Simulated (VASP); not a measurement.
# Ir4O in VASP: notebook, part 2 of 2

VASP 6.6.1. The steps go on from the part before.

### 3 Single point, r2SCAN

Input file POSCAR:

```
Ir4O
1.0
    2.7182807111      0.0000000000      0.0000000000
    0.0000000000      2.7182807111      0.0000000000
    0.0000000000      0.0000000000     24.7663441720
Ir O
4 1
Direct
    0.5000000000      0.5000000000      0.3432076991
    0.0000000000      0.0000000000      0.4208176488
    0.5000000000      0.5000000000      0.4994532716
    0.0000000000      0.0000000000      0.5755791219
    0.5000000000      0.5000000000      0.6215328857
```

Input file INCAR.step1:

```
SYSTEM = Ir4O
PREC = Accurate
ENCUT = 520
ISMEAR = 0
SIGMA = 0.1
LREAL = .False.
LASPH = .True.
NELM = 80
LDIPOL = .True.
IDIPOL = 3
DIPOL = 0.5 0.5 0.492
NBANDS = 29
GGA = PE
ALGO = Normal
EDIFF = 1E-4
LWAVE = .True.
LCHARG = .False.
```

Input file INCAR.step2:

```
SYSTEM = Ir4O
PREC = Accurate
ENCUT = 520
EDIFF = 1E-6
ISMEAR = 0
SIGMA = 0.1
LREAL = .False.
LASPH = .True.
NELM = 80
ALGO = Normal
ISIF = 2
LWAVE = .False.
LCHARG = .True.
LDIPOL = .True.
IDIPOL = 3
DIPOL = 0.5 0.5 0.492
METAGGA = R2SCAN
LMIXTAU = .True.
LELF = .True.
LVHAR = .True.
LVACPOTAV = .True.
NBANDS = 29
ISTART = 1
```

Input file KPOINTS:

```
regular mesh
0
Gamma
  11 11 1
  0 0 0
```

Potentials or basis: VASP PAW PBE potentials, release 64 (Ir, O).

Started as:

```sh
$ cat potpaw_PBE.64/Ir/POTCAR potpaw_PBE.64/O/POTCAR > POTCAR
$ cp INCAR.step1 INCAR
$ mpirun -np 1 vasp_std > vasp.out
$ cp INCAR.step2 INCAR
$ mpirun -np 1 vasp_std > vasp.out
```

OUTCAR:

```text
SYSTEM = Ir4O
   PREC = Accurate
   ENCUT = 520
   EDIFF = 1E-6
   ISMEAR = 0
   LREAL = .False.
   LASPH = .True.
   NELM = 80
   ISIF = 2
   METAGGA = R2SCAN
   ISTART = 1

 ion  position               nearest neighbor table
   1  0.500  0.500  0.343-   2 2.72   2 2.72   2 2.72   2 2.72
   2  0.000  0.000  0.421-   1 2.72   1 2.72   1 2.72   1 2.72   3 2.74   3 2.74   3 2.74   3 2.74

   3  0.500  0.500  0.499-   4 2.69   4 2.69   4 2.69   4 2.69   2 2.74   2 2.74   2 2.74   2 2.74

   4  0.000  0.000  0.576-   5 2.23   5 2.23   5 2.23   5 2.23   3 2.69   3 2.69   3 2.69   3 2.69

   5  0.500  0.500  0.622-   4 2.23   4 2.23   4 2.23   4 2.23

  LATTYP: Found a simple tetragonal cell.
 ALAT       =     2.7182807111
 C/A-ratio  =     9.1110325990

  Lattice vectors:

 A1 = (   2.7182807111,   0.0000000000,   0.0000000000)
 A2 = (   0.0000000000,   2.7182807111,   0.0000000000)
 A3 = (   0.0000000000,   0.0000000000,  24.7663441720)

Analysis of symmetry for initial positions (statically):
=====================================================================
 Subroutine PRICEL returns:
 Original cell was already a primitive cell.

 Routine SETGRP: Setting up the symmetry group for a
 simple tetragonal supercell.

 Subroutine GETGRP returns: Found  8 space group operations
 (whereof  8 operations were pure point group operations)
 out of a pool of 16 trial point group operations.

The static configuration has the point symmetry C_4v.

Analysis of symmetry for dynamics (positions and initial velocities):
=====================================================================
 Subroutine PRICEL returns:
 Original cell was already a primitive cell.

 Routine SETGRP: Setting up the symmetry group for a
 simple tetragonal supercell.

 Subroutine GETGRP returns: Found  8 space group operations
 (whereof  8 operations were pure point group operations)
 out of a pool of 16 trial point group operations.

The dynamic configuration has the point symmetry C_4v.

 Subroutine INISYM returns: Found  8 space group operations
 (whereof  8 operations are pure point group operations),
 and found     1 'primitive' translations

----------------------------------------------------------------------------------------

                                     Primitive cell

  volume of cell :     182.9998

  direct lattice vectors                    reciprocal lattice vectors
     2.718280711  0.000000000  0.000000000     0.367879592  0.000000000  0.000000000
     0.000000000  2.718280711  0.000000000     0.000000000  0.367879592  0.000000000
     0.000000000  0.000000000 24.766344172     0.000000000  0.000000000  0.040377376

  length of vectors
     2.718280711  2.718280711 24.766344172     0.367879592  0.367879592  0.040377376

  position of ions in fractional coordinates (direct lattice)
     0.500000000  0.500000000  0.343207699
     0.000000000  0.000000000  0.420817649
     0.500000000  0.500000000  0.499453272
     0.000000000  0.000000000  0.575579122
     0.500000000  0.500000000  0.621532886

  ion indices of the primitive-cell ions
   primitive index   ion index
                 1           1
[... 29 lines left out ...]
 Found     21 irreducible k-points:

 Following reciprocal coordinates:
            Coordinates               Weight
  0.000000  0.000000  0.000000      1.000000
  0.090909  0.000000  0.000000      4.000000
  0.181818  0.000000  0.000000      4.000000
  0.272727  0.000000  0.000000      4.000000
  0.363636  0.000000  0.000000      4.000000
  0.454545  0.000000  0.000000      4.000000
[... 13 lines left out ...]
  0.454545  0.363636  0.000000      8.000000
  0.454545  0.454545  0.000000      4.000000
   k-points           NKPTS =     21   k-points in BZ     NKDIM =     21   number of bands    NBANDS=     29
   number of dos      NEDOS =    301   number of ions     NIONS =      5
   total plane-waves  NPLWV =  76800
   dimension x,y,z NGX =    20 NGY =   20 NGZ =  192
   dimension x,y,z NGXF=    40 NGYF=   40 NGZF=  384
   ions per type =               4   1
   NGX,Y,Z   is equivalent  to a cutoff of  12.23, 12.23, 12.89 a.u.
   NGXF,Y,Z  is equivalent  to a cutoff of  24.46, 24.46, 25.78 a.u.
 SYSTEM =  Ir4O
   PREC   = accura    normal or accurate (medium, high low for compatibility)
   ISTART =      1    job   : 0-new  1-cont  2-samecut
   ICHARG =      0    charge: 1-file 2-atom 10-const
   ISPIN  =      1    spin polarized calculation?
   LNONCOLLINEAR =      F non collinear calculations
   LSORBIT =      F    spin-orbit coupling
   LASPH  =      T    aspherical Exc in radial PAW
   ENCUT  =  520.0 eV  38.22 Ry    6.18 a.u.   5.05  5.05 46.05*2*pi/ulx,y,z
   NELM   =     80;   NELMIN=  2; NELMDL=  0     # of ELM steps
   EDIFF  = 0.1E-05   stopping-criterion for ELM
   LREAL  =      F    real-space projection
   EDIFFG = 0.1E-04   stopping-criterion for IOM
   NSW    =      0    number of steps for IOM
   IBRION =     -1    ionic relax: 0-MD 1-quasi-New 2-CG
   NFREE  =      0    steps in history (QN), initial steepest desc. (CG)
   ISIF   =      2    stress and relaxation
   ISYM   =      2    0-nonsym 1-usesym 2-fastsym
   POTIM  = 0.5000    time-step for ionic-motion
   TEBEG  =    0.0;   TEEND  =   0.0 temperature during run
   PSTRESS=    0.0 pullay stress
   NELECT =      42.0000    total number of electrons
   NUPDOWN=      -1.0000    fix difference up-down
   EMIN   =  10.00;   EMAX   =-10.00  energy-range for DOS
   EFERMI =   0.00;   METHOD = LEGACY
   ISMEAR =     0;   SIGMA  =   0.10  broadening in eV -4-tet -1-fermi 0-gaus
   EFERMI_NEDOS =   21; number of points for ismear=-14 and -15
   IALGO  =     38    algorithm
   IMIX   =      4    mixing-type and parameters
     AMIX     =   0.40;   BMIX     =  1.00
     AMIX_MAG =   1.60;   BMIX_MAG =  1.00
  volume/ion in A,a.u.               =      36.60       246.99
  Fermi-wavevector in a.u.,A,eV,Ry     =   1.002323  1.894116 13.669116  1.004652
  Thomas-Fermi vector in A             =   2.134803
   LORBIT       =      0    0 simple, 1 ext, 2 COOP (PROOUT), +10 PAW based schemes
   METAGGA = R2SCAN    functional components
   LHFCALC =     F    Hartree Fock is set to
   AEXX    =    0.0000 exact exchange contribution
   IVDW    =     0    specifies the selected vdW correction
   LEPSILON=     F    determine dielectric tensor
   LRPA    =     F    only Hartree local field effects (RPA)
 non-spin polarized calculation
 Gauss-broadening in eV      SIGMA  =   0.10
  energy-cutoff  :      520.00
  volume of cell :      183.00
 maximum number of plane-waves:      4964
   NGX = 11   NGY = 11   NGZ = 93

 number of electron      41.9999987 magnetization

 dipolmoment           0.000000      0.000000      0.054630 electrons x Angstroem

 Free energy of the ion-electron system (eV)
  ---------------------------------------------------
  ext. energy  EPLUGINS =         0.00000000
  ---------------------------------------------------
  free energy    TOTEN  =      -213.09697688 eV

  energy without entropy =     -213.08295285  energy(sigma->0) =     -213.08996487

 E-fermi :  -0.8469     XC(G=0):  -5.8338

 val. band max:       -0.8481425538   @ k =   0.2727   0.2727   0.0000
 cond. band min:      -0.8056151488   @ k =   0.4545   0.4545   0.0000
 fundamental gap:      0.0425274050
 Fermi energy:        -0.8468549096

 k-point     1 :       0.0000    0.0000    0.0000
  band No.  band energies     occupation
      1     -21.4596      2.00000
      2     -11.4616      2.00000
      3      -9.4955      2.00000
      4      -8.9281      2.00000
      5      -8.2799      2.00000
      6      -8.0085      2.00000
[... 661 lines left out ...]
     28       7.1764      0.00000
     29       7.3724      0.00000

------------------------ aborting loop because EDIFF is reached ----------------------------------------

  FORCE on cell =-STRESS in cart. coord.  units (eV):
  Direction    XX          YY          ZZ          XY          YZ          ZX
  --------------------------------------------------------------------------------------
  -------------------------------------------------------------------------------------
  Total       -3.2512857     -3.2512857     -1.7217489      0.0000000      0.0000000      0.0000000
  in kB      -28.4652635    -28.4652635    -15.0740476      0.0000000      0.0000000      0.0000000
  external PRESSURE =     -24.0015249 kB  Pullay stress =       0.0000000 kB

 VOLUME and BASIS-vectors are now :
 -----------------------------------------------------------------------------
  energy-cutoff  :      520.00
  volume of cell :      183.00
      direct lattice vectors                 reciprocal lattice vectors
     2.718280711  0.000000000  0.000000000     0.367879592  0.000000000  0.000000000
     0.000000000  2.718280711  0.000000000     0.000000000  0.367879592  0.000000000
     0.000000000  0.000000000 24.766344172     0.000000000  0.000000000  0.040377376

 POSITION                                       TOTAL-FORCE (eV/Angst)
 -----------------------------------------------------------------------------------
      1.35914      1.35914      8.50000         0.000000     -0.000000      1.228889
      0.00000      0.00000     10.42211         0.000000     -0.000000     -1.339751
      1.35914      1.35914     12.36963         0.000000      0.000000     -0.075843
      0.00000      0.00000     14.25499         0.000000     -0.000000      0.073067
      1.35914      1.35914     15.39310         0.000000      0.000000      0.113638
 -----------------------------------------------------------------------------------
    total drift:                                0.000000      0.000000      0.004125

  FREE ENERGIE OF THE ION-ELECTRON SYSTEM (eV)
  ---------------------------------------------------
  free  energy   TOTEN  =      -213.0969768806 eV

  energy  without entropy=     -213.0829528529  energy(sigma->0) =     -213.08996487

 vacuum level on the upper side and lower side of the slab         6.167         4.829
```

Wall time 5.8 min (1 thread of Intel Xeon 6975P-C (Granite Rapids), shared host); peak memory 0.35 GiB.

Results:

```
Free energy            : -213.0970 eV
Largest force          : 1.340 eV/Å
Band gap on the k mesh : zero (bands 21 and 22 overlap by 1.49 eV)
```

Forces in eV/Å, atoms in the order of the input:
```
Ir   0.000  0.000  1.229
Ir   0.000  0.000 -1.340
Ir   0.000  0.000 -0.076
Ir   0.000  0.000  0.073
O    0.000  0.000  0.114
```

Levels at points of the mesh, in eV from the Fermi level:
| k point | band 19 | band 20 | band 21 | band 22 | band 23 | band 24 |
| --- | --- | --- | --- | --- | --- | --- |
| (0.00, 0.00, 0.00) | -1.33 | -0.91 | -0.63 | 0.18 | 0.19 | 0.19 |

Caveat: the PAW data sets were made with another functional, which shifts forces and pressure a little; spin-orbit coupling is left out, which moves the levels of the heavy elements.
